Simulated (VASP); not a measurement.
# AlH2 (Pmmm) in VASP: relaxation of cell and atoms with PBE

Aim: the relaxation of cell and atoms of AlH2 with PBE.

All numbers are computed with VASP 6.6.1; they aren't measurements. Logs are shortened: lines on timing, memory, paths and dates and some standing lists are left out, and cuts for length are marked.

## (1) The cell of the first run

Symmetry: Pmmm, No. 47, orthorhombic system. The conventional cell has a = 2.664 Å, b = 2.684 Å, c = 7.462 Å, α = 90.00°, β = 90.00°, γ = 90.00°. Al (site symmetry mmm) has 4 Al at 2.66 to 2.68 Å and 2 H at 3.36 Å within 3.5 Å. H (site symmetry mm2) has 1 H at 0.75 Å within 1.0 Å.

The cell was built from a structure type or drawn by symmetry, and may not be a known phase.

## (2) Relaxation of cell and atoms, PBE

Contents of INCAR:

```
SYSTEM = AlH2
  PREC = Accurate
  ENCUT = 600
  EDIFF = 1E-7
  ISMEAR = 0
  SIGMA = 0.1
  LREAL = .False.
  LASPH = .True.
  NELM = 100
  ALGO = Normal
  ISIF = 3
  LWAVE = .False.
  LCHARG = .False.
  GGA = PE
  IBRION = 2
  NSW = 100
  EDIFFG = -0.01
```

Contents of KPOINTS:

```
regular mesh
0
Gamma
  18 18 6
  0 0 0
```

Contents of POSCAR:

```
AlH2
1.0
    2.6842627620      0.0000000000      0.0000000000
    0.0000000000      2.6636412273      0.0000000000
    0.0000000000      0.0000000000      7.4615822940
Al H
1 2
Direct
    0.5000000000      0.5000000000      0.0000000000
    0.5000000000      0.5000000000      0.5502997381
    0.5000000000      0.5000000000      0.4497002619
```

Potentials or basis: VASP PAW PBE potentials, release 64 (Al, H).

On the command line:

```sh
> cat potpaw_PBE.64/Al/POTCAR potpaw_PBE.64/H/POTCAR > POTCAR
> mpirun -np 1 vasp_std > vasp.out
```

OUTCAR:

```text
SYSTEM = AlH2
   PREC = Accurate
   ENCUT = 600
   EDIFF = 1E-7
   ISMEAR = 0
   LREAL = .False.
   LASPH = .True.
   NELM = 100
   ISIF = 3
   GGA = PE
   IBRION = 2
   NSW = 100
   EDIFFG = -0.01

 ion  position               nearest neighbor table
   1  0.500  0.500  0.000-
   2  0.500  0.500  0.550-   3 0.75
   3  0.500  0.500  0.450-   2 0.75

  LATTYP: Found a simple orthorhombic cell.
 ALAT       =     2.6636412273
 B/A-ratio  =     1.0077418590
 C/A-ratio  =     2.8012715142

  Lattice vectors:

 A1 = (   0.0000000000,  -2.6636412273,   0.0000000000)
 A2 = (   2.6842627620,   0.0000000000,   0.0000000000)
 A3 = (   0.0000000000,   0.0000000000,   7.4615822940)

Analysis of symmetry for initial positions (statically):
=====================================================================
 Subroutine PRICEL returns:
 Original cell was already a primitive cell.

 Routine SETGRP: Setting up the symmetry group for a
 simple orthorhombic supercell.

 Subroutine GETGRP returns: Found  8 space group operations
 (whereof  8 operations were pure point group operations)
 out of a pool of  8 trial point group operations.

The static configuration has the point symmetry D_2h.

Analysis of symmetry for dynamics (positions and initial velocities):
=====================================================================
 Subroutine PRICEL returns:
 Original cell was already a primitive cell.

 Routine SETGRP: Setting up the symmetry group for a
 simple orthorhombic supercell.

 Subroutine GETGRP returns: Found  8 space group operations
 (whereof  8 operations were pure point group operations)
 out of a pool of  8 trial point group operations.

The dynamic configuration has the point symmetry D_2h.

 Subroutine INISYM returns: Found  8 space group operations
 (whereof  8 operations are pure point group operations),
 and found     1 'primitive' translations

----------------------------------------------------------------------------------------

                                     Primitive cell

  volume of cell :      53.3497

  direct lattice vectors                    reciprocal lattice vectors
     2.684262762  0.000000000  0.000000000     0.372541770  0.000000000  0.000000000
     0.000000000  2.663641227  0.000000000     0.000000000  0.375425936  0.000000000
     0.000000000  0.000000000  7.461582294     0.000000000  0.000000000  0.134019831

  length of vectors
[... 98 lines left out ...]
   EFERMI =   0.00;   METHOD = LEGACY
   ISMEAR =     0;   SIGMA  =   0.10  broadening in eV -4-tet -1-fermi 0-gaus
   EFERMI_NEDOS =   21; number of points for ismear=-14 and -15
   IALGO  =     38    algorithm
   IMIX   =      4    mixing-type and parameters
     AMIX     =   0.40;   BMIX     =  1.00
     AMIX_MAG =   1.60;   BMIX_MAG =  1.00
  volume/ion in A,a.u.               =      17.78       120.01
  Fermi-wavevector in a.u.,A,eV,Ry     =   0.743625  1.405248  7.523734  0.552979
  Thomas-Fermi vector in A             =   1.838785
   LORBIT       =      0    0 simple, 1 ext, 2 COOP (PROOUT), +10 PAW based schemes
   GGA     = PE    functional components
   LHFCALC =     F    Hartree Fock is set to
   AEXX    =    0.0000 exact exchange contribution
   IVDW    =     0    specifies the selected vdW correction
   LEPSILON=     F    determine dielectric tensor
   LRPA    =     F    only Hartree local field effects (RPA)
 conjugate gradient relaxation of ions
 non-spin polarized calculation
 Gauss-broadening in eV      SIGMA  =   0.10
  energy-cutoff  :      600.00
  volume of cell :       53.35
 maximum number of plane-waves:      1802
 NGX is ok and might be reduce to    24
   NGX = 11   NGY = 11   NGZ = 29

--------------------------------------- Ionic step        1  -------------------------------------------

 number of electron       5.0000001 magnetization

 Free energy of the ion-electron system (eV)
  ---------------------------------------------------
  ext. energy  EPLUGINS =         0.00000000
  ---------------------------------------------------
  free energy    TOTEN  =        -9.52087265 eV

  energy without entropy =       -9.51734938  energy(sigma->0) =       -9.51911102

------------------------ aborting loop because EDIFF is reached ----------------------------------------

  FORCE on cell =-STRESS in cart. coord.  units (eV):
  Direction    XX          YY          ZZ          XY          YZ          ZX
  --------------------------------------------------------------------------------------
  -------------------------------------------------------------------------------------
  Total       -0.0414794      0.0852367     -0.0185210      0.0000000      0.0000000      0.0000000
  in kB       -1.2456943      2.5597961     -0.5562150      0.0000000      0.0000000      0.0000000
  external PRESSURE =       0.2526289 kB  Pullay stress =       0.0000000 kB
[... 209 lines left out ...]
--------------------------------------- Ionic step        7  -------------------------------------------

 number of electron       5.0000001 magnetization

 Free energy of the ion-electron system (eV)
  ---------------------------------------------------
  ext. energy  EPLUGINS =         0.00000000
  ---------------------------------------------------
  free energy    TOTEN  =        -9.52114104 eV

  energy without entropy =       -9.51772515  energy(sigma->0) =       -9.51943309

 E-fermi :   0.0827     XC(G=0):  -6.7172

 val. band max:        0.0720427150   @ k =   0.1111   0.2222   0.5000
 cond. band min:       0.1357745884   @ k =   0.3889   0.5000   0.0000
 fundamental gap:      0.0637318733
 Fermi energy:         0.0826782034

 k-point     1 :       0.0000    0.0000    0.0000
  band No.  band energies     occupation
      1      -7.8317      2.00000
      2      -6.7491      2.00000
      3      -1.5877      2.00000
      4       5.1343      0.00000
      5       5.1659      0.00000
      6       9.4295      0.00000
[... 199 lines left out ...]
 k-point    24 :       0.1667    0.1111    0.0000
  band No.  band energies     occupation
      1      -7.0638      2.00000
      2      -6.2612      2.00000
      3      -0.8026      2.00000
      4       5.3714      0.00000
      5       5.8326      0.00000
      6       5.8818      0.00000

 [... further k-points ...]

------------------------ aborting loop because EDIFF is reached ----------------------------------------

  FORCE on cell =-STRESS in cart. coord.  units (eV):
  Direction    XX          YY          ZZ          XY          YZ          ZX
  --------------------------------------------------------------------------------------
  -------------------------------------------------------------------------------------
  Total       -0.0102060     -0.0070152     -0.0064179      0.0000000      0.0000000      0.0000000
  in kB       -0.3059177     -0.2102763     -0.1923731      0.0000000      0.0000000      0.0000000
  external PRESSURE =      -0.2361890 kB  Pullay stress =       0.0000000 kB
[... 18 lines left out ...]
  FREE ENERGIE OF THE ION-ELECTRON SYSTEM (eV)
  ---------------------------------------------------
  free  energy   TOTEN  =        -9.5211410392 eV

  energy  without entropy=       -9.5177251495  energy(sigma->0) =       -9.51943309

 reached required accuracy - stopping structural energy minimisation
```

OSZICAR:

```text
N       E                     dE             d eps       ncg     rms          rms(c)
DAV:   1     0.662808867550E+00    0.66281E+00   -0.16882E+03  4800   0.597E+02
DAV:   2    -0.978988117237E+01   -0.10453E+02   -0.99848E+01  6354   0.621E+01
[... 47 lines left out ...]
DAV:   1    -0.952117765069E+01   -0.10945E-03   -0.33741E-03  5454   0.440E-01    0.362E-02
DAV:   2    -0.952115067950E+01    0.26971E-04   -0.41732E-05  6372   0.476E-02    0.202E-02
DAV:   3    -0.952114071154E+01    0.99680E-05   -0.36433E-05  5520   0.276E-02    0.275E-03
DAV:   4    -0.952114089822E+01   -0.18668E-06   -0.11469E-06  5400   0.783E-03    0.165E-03
DAV:   5    -0.952114103835E+01   -0.14013E-06   -0.10504E-07  5610   0.266E-03    0.256E-04
DAV:   6    -0.952114103925E+01   -0.89480E-09   -0.40374E-09  2622   0.489E-04
   7 F= -.95211410E+01 E0= -.95194331E+01  d E =-.145991E-03
```

CONTCAR:

```text
AlH2
   1.00000000000000
     2.6775207112659953   -0.0000000000000000    0.0000000000000000
     0.0000000000000000    2.6769126545323103    0.0000000000000000
     0.0000000000000000    0.0000000000000000    7.4575093541562403
  Al              H
     1     2
Direct
     0.5000000000000000    0.5000000000000000    0.0000000000000000
     0.5000000000000000    0.5000000000000000    0.5503019738299756
     0.5000000000000000    0.5000000000000000    0.4496980261700245

  0.00000000E+00  0.00000000E+00  0.00000000E+00
  0.00000000E+00  0.00000000E+00  0.00000000E+00
  0.00000000E+00  0.00000000E+00  0.00000000E+00
```

It took 2.2 min on 1 thread of Intel Xeon 6975P-C (Granite Rapids), shared host; peak memory 0.32 GiB.

Results:

* Free energy: -9.5211 eV
* Relaxed volume: 17.82 Å³/atom
* Relaxed cell: a = 2.678 Å, b = 2.677 Å, c = 7.458 Å, α = 90.00°, β = 90.00°, γ = 90.00°
* Space group after relaxing (to 0.1 Å): P4/mmm (No. 123)
* Energy gained by relaxing: 0.1 meV/atom
* Ionic steps: 7
* Pressure after relaxing: 0.0 GPa
* Band gap on the k mesh: zero (an odd number of electrons rules out a gap without spin polarisation)

The path:
```
step  energy change (eV)  largest force (eV/Å)  pressure (GPa)  volume (Å³)
   1              0.0000                0.0126            0.03        53.35
   2             -0.0001                0.0370            0.04        53.37
   3             -0.0001                0.0609            0.05        53.38
   4             -0.0002                0.0508            0.04        53.39
   5             -0.0003                0.0207            0.00        53.43
   6             -0.0002                0.0391           -0.08        53.50
   7             -0.0003                0.0019           -0.02        53.45
```

Final structure:
```
Al H
1.0
     2.67752    0.00000    0.00000
     0.00000    2.67691    0.00000
     0.00000    0.00000    7.45751
Al H
1 2
Direct
  0.50000 0.50000 0.00000
  0.50000 0.50000 0.55030
  0.50000 0.50000 0.44970
```

Levels at points of the mesh, in eV from the Fermi level:
```
           k point  band 1  band 2  band 3  band 4  band 5  band 6
(0.00, 0.00, 0.00)   -7.91   -6.83   -1.67    5.05    5.08    9.35
(0.50, 0.00, 0.00)   -5.57   -2.88   -2.66    2.41    4.38    5.60
(0.00, 0.50, 0.00)   -5.57   -2.87   -2.66    2.42    4.38    5.60
(0.50, 0.50, 0.00)   -4.45    1.05    1.06    3.16    3.60    6.32
(0.00, 0.00, 0.50)   -7.81   -7.02   -1.16    2.48    9.35    9.52
(0.50, 0.00, 0.50)   -5.56   -2.95   -2.65    2.87    3.89    6.28
(0.00, 0.50, 0.50)   -5.55   -2.94   -2.65    2.88    3.89    6.28
(0.50, 0.50, 0.50)   -4.45    1.06    1.06    3.06    3.60    6.85
```
